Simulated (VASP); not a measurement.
KBr, 2 atoms in the cell. Symmetry: Fm-3m, No. 225, cubic system. Conventional cell: a = 6.506 Å, b = 6.506 Å, c = 6.506 Å, α = 90.00°, β = 90.00°, γ = 90.00°. K (site symmetry m-3m) has 6 Br at 3.25 Å within 4.3 Å. Br (site symmetry m-3m) has 6 K at 3.25 Å within 4.3 Å. 

* Program: VASP 6.6.1
* Task: single point
* Functional: PBEsol
* Potentials or basis: VASP PAW PBE potentials, release 64 (K_sv, Br)
* Cutoff: 500 eV
* k mesh: 8 × 8 × 8
* Occupations: gaussian, width 0.05 eV
* Spin: no spin polarisation
* Dipole correction: no
* Further INCAR settings: ALGO = Normal; EDIFF = 1e-06; NBANDS = 15

Potentials or basis: VASP PAW PBE potentials, release 64 (K_sv, Br).

Launch:

```sh
$ cat potpaw_PBE.64/K_sv/POTCAR potpaw_PBE.64/Br/POTCAR > POTCAR
$ mpirun -np 1 vasp_std > vasp.out
```

Hardware: 1 thread of Intel(R) Xeon(R) Platinum 8488C (Sapphire Rapids), on a shared host.

Q: How long does it take, and how much memory?

A: It took 21 s on 1 thread of Intel(R) Xeon(R) Platinum 8488C (Sapphire Rapids), with other jobs on the host, peak memory 0.21 GiB. Counts: scf iterations 13, k points 29.
